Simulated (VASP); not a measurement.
# NaAl (CsCl type) (Pm-3m) in VASP: a series of runs

NaAl (CsCl type) is run at these levels: LDA; tasks: single point, relaxation of cell and atoms.

Everything below comes from runs of VASP 6.6.1. Logs are shortened: lines on timing, memory, paths and dates and some standing lists are left out, and cuts for length are marked.

**1. The cell of the first run**

The structure is cubic, space group Pm-3m (No. 221). The conventional cell has a = 3.518 Å, b = 3.518 Å, c = 3.518 Å, α = 90.00°, β = 90.00°, γ = 90.00°. Within 4.0 Å of Na (site symmetry m-3m) lie 8 Al at 3.05 Å and 6 Na at 3.52 Å. Within 4.0 Å of Al (site symmetry m-3m) lie 8 Na at 3.05 Å and 6 Al at 3.52 Å.

**2. Single point, LDA**

File INCAR:

```
ALGO = Normal
EDIFF = 1E-6
ENCUT = 520
ISIF = 2
ISMEAR = -1
LASPH = True
LCHARG = False
LREAL = False
LWAVE = False
NBANDS = 12
NELM = 60
PREC = Accurate
SIGMA = 0.05
```

File KPOINTS:

```
k-points
0
Gamma
  11 11 11
```

File POSCAR:

```
NaAl
1.0
    3.5180232768      0.0000000000      0.0000000000
    0.0000000000      3.5180232768      0.0000000000
    0.0000000000      0.0000000000      3.5180232768
Na Al
1 1
Direct
    0.0000000000      0.0000000000      0.0000000000
    0.5000000000      0.5000000000      0.5000000000
```

Potentials or basis: VASP PAW LDA potentials, release 64 (Na_pv, Al).

Run with:

```
$ cat potpaw_LDA.64/Na_pv/POTCAR potpaw_LDA.64/Al/POTCAR > POTCAR
$ mpirun -np 1 vasp_std > vasp.out
```

OUTCAR:

```text
EDIFF = 1E-6
   ENCUT = 520
   ISIF = 2
   ISMEAR = -1
   LASPH = True
   LREAL = False
   NELM = 60
   PREC = Accurate

 ion  position               nearest neighbor table
   1  0.000  0.000  0.000-   2 3.05   2 3.05   2 3.05   2 3.05   2 3.05   2 3.05   2 3.05   2 3.05

   2  0.500  0.500  0.500-   1 3.05   1 3.05   1 3.05   1 3.05   1 3.05   1 3.05   1 3.05   1 3.05

  LATTYP: Found a simple cubic cell.
 ALAT       =     3.5180232768

  Lattice vectors:

 A1 = (   3.5180232768,   0.0000000000,   0.0000000000)
 A2 = (   0.0000000000,   3.5180232768,   0.0000000000)
 A3 = (   0.0000000000,   0.0000000000,   3.5180232768)

Analysis of symmetry for initial positions (statically):
=====================================================================
 Subroutine PRICEL returns:
 Original cell was already a primitive cell.

 Routine SETGRP: Setting up the symmetry group for a
 simple cubic supercell.

 Subroutine GETGRP returns: Found 48 space group operations
 (whereof 48 operations were pure point group operations)
 out of a pool of 48 trial point group operations.

The static configuration has the point symmetry O_h .

Analysis of symmetry for dynamics (positions and initial velocities):
=====================================================================
 Subroutine PRICEL returns:
 Original cell was already a primitive cell.

 Routine SETGRP: Setting up the symmetry group for a
 simple cubic supercell.

 Subroutine GETGRP returns: Found 48 space group operations
 (whereof 48 operations were pure point group operations)
 out of a pool of 48 trial point group operations.

The dynamic configuration has the point symmetry O_h .

 Subroutine INISYM returns: Found 48 space group operations
 (whereof 48 operations are pure point group operations),
 and found     1 'primitive' translations

----------------------------------------------------------------------------------------

                                     Primitive cell

  volume of cell :      43.5408

  direct lattice vectors                    reciprocal lattice vectors
     3.518023277  0.000000000  0.000000000     0.284250535  0.000000000  0.000000000
     0.000000000  3.518023277  0.000000000     0.000000000  0.284250535  0.000000000
     0.000000000  0.000000000  3.518023277     0.000000000  0.000000000  0.284250535

  length of vectors
     3.518023277  3.518023277  3.518023277     0.284250535  0.284250535  0.284250535

  position of ions in fractional coordinates (direct lattice)
     0.000000000  0.000000000  0.000000000
     0.500000000  0.500000000  0.500000000

  ion indices of the primitive-cell ions
   primitive index   ion index
                 1           1
                 2           2

----------------------------------------------------------------------------------------

 KPOINTS: k-points

Automatic generation of k-mesh.
 Grid dimensions read from file:
 generate k-points for:   11   11   11

 Generating k-lattice:

  Cartesian coordinates                     Fractional coordinates (reciprocal lattice)
     0.025840958  0.000000000  0.000000000     0.090909091  0.000000000  0.000000000
     0.000000000  0.025840958  0.000000000     0.000000000  0.090909091  0.000000000
     0.000000000  0.000000000  0.025840958     0.000000000  0.000000000  0.090909091

  Length of vectors
     0.025840958  0.025840958  0.025840958

  Shift w.r.t. Gamma in fractional coordinates (k-lattice)
     0.000000000  0.000000000  0.000000000

 Subroutine IBZKPT returns following result:
 ===========================================

 Found     56 irreducible k-points:

 Following reciprocal coordinates:
            Coordinates               Weight
  0.000000  0.000000  0.000000      1.000000
  0.090909  0.000000  0.000000      6.000000
  0.181818  0.000000  0.000000      6.000000
  0.272727  0.000000  0.000000      6.000000
  0.363636  0.000000  0.000000      6.000000
  0.454545  0.000000  0.000000      6.000000
[... 16 lines left out ...]
  0.181818  0.090909  0.090909     24.000000
  0.272727  0.090909  0.090909     24.000000
 [... further k-points ...]
   k-points           NKPTS =     56   k-points in BZ     NKDIM =     56   number of bands    NBANDS=     12
   number of dos      NEDOS =    301   number of ions     NIONS =      2
   total plane-waves  NPLWV =  21952
   dimension x,y,z NGX =    28 NGY =   28 NGZ =   28
   dimension x,y,z NGXF=    56 NGYF=   56 NGZF=   56
   ions per type =               1   1
   NGX,Y,Z   is equivalent  to a cutoff of  13.23, 13.23, 13.23 a.u.
   NGXF,Y,Z  is equivalent  to a cutoff of  26.46, 26.46, 26.46 a.u.
 SYSTEM =  unknown system
   PREC   = accura    normal or accurate (medium, high low for compatibility)
   ISTART =      0    job   : 0-new  1-cont  2-samecut
   ICHARG =      2    charge: 1-file 2-atom 10-const
   ISPIN  =      1    spin polarized calculation?
   LNONCOLLINEAR =      F non collinear calculations
   LSORBIT =      F    spin-orbit coupling
   LASPH  =      T    aspherical Exc in radial PAW
   ENCUT  =  520.0 eV  38.22 Ry    6.18 a.u.   6.54  6.54  6.54*2*pi/ulx,y,z
   NELM   =     60;   NELMIN=  2; NELMDL= -5     # of ELM steps
   EDIFF  = 0.1E-05   stopping-criterion for ELM
   LREAL  =      F    real-space projection
   EDIFFG = 0.1E-04   stopping-criterion for IOM
   NSW    =      0    number of steps for IOM
[... 5 lines left out ...]
   TEBEG  =    0.0;   TEEND  =   0.0 temperature during run
   PSTRESS=    0.0 pullay stress
   NELECT =      10.0000    total number of electrons
   NUPDOWN=      -1.0000    fix difference up-down
   EMIN   =  10.00;   EMAX   =-10.00  energy-range for DOS
   EFERMI =   0.00;   METHOD = LEGACY
   ISMEAR =    -1;   SIGMA  =   0.05  broadening in eV -4-tet -1-fermi 0-gaus
   EFERMI_NEDOS =   21; number of points for ismear=-14 and -15
   IALGO  =     38    algorithm
   IMIX   =      4    mixing-type and parameters
     AMIX     =   0.40;   BMIX     =  1.00
     AMIX_MAG =   1.60;   BMIX_MAG =  1.00
  volume/ion in A,a.u.               =      21.77       146.91
  Fermi-wavevector in a.u.,A,eV,Ry     =   1.002558  1.894560 13.675519  1.005122
  Thomas-Fermi vector in A             =   2.135053
   LORBIT       =      0    0 simple, 1 ext, 2 COOP (PROOUT), +10 PAW based schemes
   GGA     = CA    functional components
   LHFCALC =     F    Hartree Fock is set to
   AEXX    =    0.0000 exact exchange contribution
   IVDW    =     0    specifies the selected vdW correction
   LEPSILON=     F    determine dielectric tensor
   LRPA    =     F    only Hartree local field effects (RPA)
 non-spin polarized calculation
  energy-cutoff  :      520.00
  volume of cell :       43.54
 maximum number of plane-waves:      1193
 NGX is ok and might be reduce to    28
   NGX = 13   NGY = 13   NGZ = 13

 number of electron      10.0000000 magnetization

 number of electron       9.9999995 magnetization

 Free energy of the ion-electron system (eV)
  ---------------------------------------------------
  ext. energy  EPLUGINS =         0.00000000
  ---------------------------------------------------
  free energy    TOTEN  =        -5.01099165 eV

  energy without entropy =       -5.00209424  energy(sigma->0) =       -5.00654295

 E-fermi :   3.1316     XC(G=0):  -8.9295

 val. band max:        3.0958609734   @ k =   0.4545   0.4545   0.3636
 cond. band min:       3.1675515618   @ k =   0.2727   0.2727   0.0909
 fundamental gap:      0.0716905884
 Fermi energy:         3.1316372202

 k-point     1 :       0.0000    0.0000    0.0000
  band No.  band energies     occupation
      1     -20.6382      2.00000
      2     -20.6382      2.00000
      3     -20.6382      2.00000
      4      -4.0170      2.00000
      5       6.9317      0.00000
      6       6.9317      0.00000
      7       6.9317      0.00000
      8       7.8698      0.00000
      9       7.8698      0.00000
     10      11.1995      0.00000
     11      16.7281      0.00000
     12      16.7281      0.00000

 k-point     2 :       0.0909    0.0000    0.0000
  band No.  band energies     occupation
      1     -20.6419      2.00000
      2     -20.6379      2.00000
      3     -20.6379      2.00000
      4      -3.9209      2.00000
      5       5.6407      0.00000
      6       6.9984      0.00000
      7       6.9984      0.00000
      8       7.9642      0.00000
      9       8.9701      0.00000
     10      11.6383      0.00000
     11      15.9593      0.00000
     12      15.9593      0.00000

 k-point     3 :       0.1818    0.0000    0.0000
  band No.  band energies     occupation
      1     -20.6517      2.00000
      2     -20.6370      2.00000
      3     -20.6370      2.00000
      4      -3.6362      2.00000
      5       4.0270      0.00000
      6       7.1929      0.00000
      7       7.1929      0.00000
      8       8.2450      0.00000
      9       9.9415      0.00000
     10      12.9985      0.00000
     11      14.6326      0.00000
     12      14.6326      0.00000
[... 286 lines left out ...]
 k-point    23 :       0.1818    0.0909    0.0909
  band No.  band energies     occupation
      1     -20.6509      2.00000
      2     -20.6404      2.00000
      3     -20.6400      2.00000
      4      -3.4470      2.00000
      5       4.1737      0.00000
      6       5.8552      0.00000
      7       6.3630      0.00000
      8       9.9243      0.00000
      9      10.9119      0.00000
     10      13.1030      0.00000
     11      13.4710      0.00000
     12      14.0643      0.00000

 k-point    24 :       0.2727    0.0909    0.0909
  band No.  band energies     occupation
      1     -20.6636      2.00000
      2     -20.6392      2.00000
      3     -20.6387      2.00000
      4      -2.9910      2.00000
      5       2.6981      1.99966
      6       6.2095      0.00000
      7       6.7026      0.00000
      8      10.2944      0.00000
      9      11.6679      0.00000
     10      12.1148      0.00000
     11      12.4622      0.00000
     12      15.2363      0.00000

 [... further k-points ...]

------------------------ aborting loop because EDIFF is reached ----------------------------------------

  FORCE on cell =-STRESS in cart. coord.  units (eV):
  Direction    XX          YY          ZZ          XY          YZ          ZX
  --------------------------------------------------------------------------------------
  -------------------------------------------------------------------------------------
  Total        0.0008798      0.0008798      0.0008798     -0.0000000     -0.0000000      0.0000000
  in kB        0.0323751      0.0323751      0.0323751     -0.0000000     -0.0000000      0.0000000
  external PRESSURE =       0.0323751 kB  Pullay stress =       0.0000000 kB

 VOLUME and BASIS-vectors are now :
 -----------------------------------------------------------------------------
  energy-cutoff  :      520.00
  volume of cell :       43.54
      direct lattice vectors                 reciprocal lattice vectors
     3.518023277  0.000000000  0.000000000     0.284250535  0.000000000  0.000000000
     0.000000000  3.518023277  0.000000000     0.000000000  0.284250535  0.000000000
     0.000000000  0.000000000  3.518023277     0.000000000  0.000000000  0.284250535

 POSITION                                       TOTAL-FORCE (eV/Angst)
 -----------------------------------------------------------------------------------
      0.00000      0.00000      0.00000         0.000000      0.000000      0.000000
      1.75901      1.75901      1.75901         0.000000      0.000000      0.000000
 -----------------------------------------------------------------------------------
    total drift:                               -0.000000     -0.000000     -0.000000

  FREE ENERGIE OF THE ION-ELECTRON SYSTEM (eV)
  ---------------------------------------------------
  free  energy   TOTEN  =        -5.0109916525 eV

  energy  without entropy=       -5.0020942426  energy(sigma->0) =       -5.00654295
```

Run time: 18 s. Hardware: 1 thread of Intel Xeon Platinum 8259CL at 2.50GHz (Skylake/Cascade Lake), shared host; peak memory 0.15 GiB.

Results:

| Property | Result |
| --- | --- |
| Free energy | -5.0110 eV |
| Pressure | 0.0 GPa |
| Band gap on the k mesh | zero (bands 5 and 6 overlap by 4.85 eV) |

**3. Single point, LDA**

File INCAR:

```
ALGO     = Normal         # electronic algorithm
EDIFF    = 1E-7           # SCF threshold, eV
ENCUT    = 520            # plane-wave cutoff, eV
GGA      = CA             # functional
ISIF     = 2              # what is computed and relaxed
ISMEAR   = -1             # smearing method
LASPH    = T              # aspherical terms in the spheres
LCHARG   = F              # write CHGCAR
LREAL    = F              # projectors in reciprocal space
LWAVE    = F              # write WAVECAR
NBANDS   = 12             # bands
NELM     = 80             # most SCF steps
PREC     = Accurate       # precision mode
SIGMA    = 0.05           # smearing width, eV
```

KPOINTS is that of step 2.

POSCAR is that of step 2.

Potentials or basis: VASP PAW LDA potentials, release 64 (Na_pv, Al).

Run with:

```
$ cat potpaw_LDA.64/Na_pv/POTCAR potpaw_LDA.64/Al/POTCAR > POTCAR
$ mpirun -np 1 vasp_std > vasp.out
```

OUTCAR:

```text
EDIFF = 1E-7
   ENCUT = 520
   GGA = CA
   ISIF = 2
   ISMEAR = -1
   LASPH = T
   LREAL = F
   NELM = 80
   PREC = Accurate

 ion  position               nearest neighbor table
   1  0.000  0.000  0.000-   2 3.05   2 3.05   2 3.05   2 3.05   2 3.05   2 3.05   2 3.05   2 3.05

   2  0.500  0.500  0.500-   1 3.05   1 3.05   1 3.05   1 3.05   1 3.05   1 3.05   1 3.05   1 3.05

  LATTYP: Found a simple cubic cell.
 ALAT       =     3.5180232768
[... 549 lines left out ...]

 [... further k-points ...]

------------------------ aborting loop because EDIFF is reached ----------------------------------------

  FORCE on cell =-STRESS in cart. coord.  units (eV):
  Direction    XX          YY          ZZ          XY          YZ          ZX
  --------------------------------------------------------------------------------------
  -------------------------------------------------------------------------------------
  Total        0.0010169      0.0010169      0.0010169      0.0000000      0.0000000     -0.0000000
  in kB        0.0374183      0.0374183      0.0374183      0.0000000      0.0000000     -0.0000000
  external PRESSURE =       0.0374183 kB  Pullay stress =       0.0000000 kB

 VOLUME and BASIS-vectors are now :
 -----------------------------------------------------------------------------
  energy-cutoff  :      520.00
  volume of cell :       43.54
      direct lattice vectors                 reciprocal lattice vectors
     3.518023277  0.000000000  0.000000000     0.284250535  0.000000000  0.000000000
     0.000000000  3.518023277  0.000000000     0.000000000  0.284250535  0.000000000
     0.000000000  0.000000000  3.518023277     0.000000000  0.000000000  0.284250535

 POSITION                                       TOTAL-FORCE (eV/Angst)
 -----------------------------------------------------------------------------------
      0.00000      0.00000      0.00000         0.000000      0.000000      0.000000
      1.75901      1.75901      1.75901         0.000000      0.000000      0.000000
 -----------------------------------------------------------------------------------
    total drift:                               -0.000000     -0.000000     -0.000000

  FREE ENERGIE OF THE ION-ELECTRON SYSTEM (eV)
  ---------------------------------------------------
  free  energy   TOTEN  =        -5.0109916555 eV

  energy  without entropy=       -5.0020941409  energy(sigma->0) =       -5.00654290
```

stdout:

```text
POSCAR found type information on POSCAR NaAl
 POSCAR found :  2 types and       2 ions
 scaLAPACK will be used
 LDA part: xc-table for (Slater(with rela. corr.)+CA(PZ))
 , standard interpolation
 POSCAR, INCAR and KPOINTS ok, starting setup
 FFT: planning ... GRIDC
 FFT: planning ... GRID_SOFT
 FFT: planning ... GRID
 WAVECAR not read
 entering main loop
```

It took 18 s on 1 thread of Intel Xeon Platinum 8259CL at 2.50GHz (Skylake/Cascade Lake), shared host; peak memory 0.14 GiB.

What came out:

| Item | Value |
| --- | --- |
| Free energy | -5.0110 eV |
| Pressure | 0.0 GPa |
| Band gap on the k mesh | zero (bands 5 and 6 overlap by 4.85 eV) |

**4. Relaxation of cell and atoms, LDA**

File INCAR:

```
SYSTEM = NaAl
ALGO     = Normal         ! electronic algorithm
EDIFF    = 1E-6           ! SCF threshold, eV
EDIFFG   = -0.005         ! ionic threshold
ENCUT    = 600            ! plane-wave cutoff, eV
IBRION   = 2              ! ionic algorithm
ISIF     = 3              ! what is computed and relaxed
ISMEAR   = -1             ! smearing method
LASPH    = .TRUE.         ! aspherical terms in the spheres
LCHARG   = .FALSE.        ! write CHGCAR
LREAL    = .FALSE.        ! projectors in reciprocal space
LWAVE    = .FALSE.        ! write WAVECAR
NELM     = 60             ! most SCF steps
NSW      = 32             ! ionic steps
PREC     = Accurate       ! precision mode
SIGMA    = 0.05           ! smearing width, eV
```

File KPOINTS:

```
k-points
0
G
  11 11 11
  0 0 0
```

POSCAR is that of step 3.

Run with:

```
$ cat potpaw_LDA.64/Na_pv/POTCAR potpaw_LDA.64/Al/POTCAR > POTCAR
$ mpirun -np 1 vasp_std > vasp.out
```

It took 13 s on 1 thread of Intel Xeon Platinum 8259CL at 2.50GHz (Skylake/Cascade Lake), shared host; peak memory 0.15 GiB.

Results (log left out):

- Free energy: -5.0111 eV
- Pressure after relaxing: 0.0 GPa
- Band gap on the k mesh: zero (bands 5 and 6 overlap by 4.85 eV)

Final structure:
```
Na Al
1.0
     3.51802    0.00000    0.00000
     0.00000    3.51802    0.00000
     0.00000    0.00000    3.51802
Na Al
1 1
Direct
  0.00000 0.00000 0.00000
  0.50000 0.50000 0.50000
```

Levels at points of the mesh, in eV from the Fermi level:
```csv
k point,band 2,band 3,band 4,band 5,band 6,band 7,band 8,band 9
"(0.00, 0.00, 0.00)",-23.77,-23.77,-7.15,3.80,3.80,3.80,4.74,4.74
```

Caveat: the relaxation stopped at its first step, so nothing moved.

**5. Single point, LDA**

File INCAR:

```
SYSTEM = NaAl
ALGO = Normal
EDIFF = 1E-6
ENCUT = 520
ISIF = 2
ISMEAR = -1
ISYM = 0
LASPH = .True.
LCHARG = .False.
LREAL = .False.
LWAVE = .False.
NBANDS = 12
NELM = 100
PREC = Accurate
SIGMA = 0.05
```

File KPOINTS:

```
k-points
0
Gamma
  11 11 11
  0 0 0
```

POSCAR is that of step 4.

Run with:

```
$ cat potpaw_LDA.64/Na_pv/POTCAR potpaw_LDA.64/Al/POTCAR > POTCAR
$ mpirun -np 1 vasp_std > vasp.out
```

Wall time 3.9 min (1 thread of Intel Xeon Platinum 8259CL at 2.50GHz (Skylake/Cascade Lake), shared host); peak memory 0.39 GiB.

Results (log left out):

```yaml
Free_energy: -5.0110 eV
Pressure: 0.0 GPa
Band_gap_on_the_k_mesh: zero (bands 5 and 6 overlap by 4.85 eV)
```

Levels at points of the mesh, in eV from the Fermi level:
| k point | band 2 | band 3 | band 4 | band 5 | band 6 | band 7 | band 8 | band 9 |
| --- | --- | --- | --- | --- | --- | --- | --- | --- |
| (0.00, 0.00, 0.00) | -23.77 | -23.77 | -7.15 | 3.80 | 3.80 | 3.80 | 4.74 | 4.74 |

The gap in the log of VASP goes by the Fermi energy; the results here count the filled bands.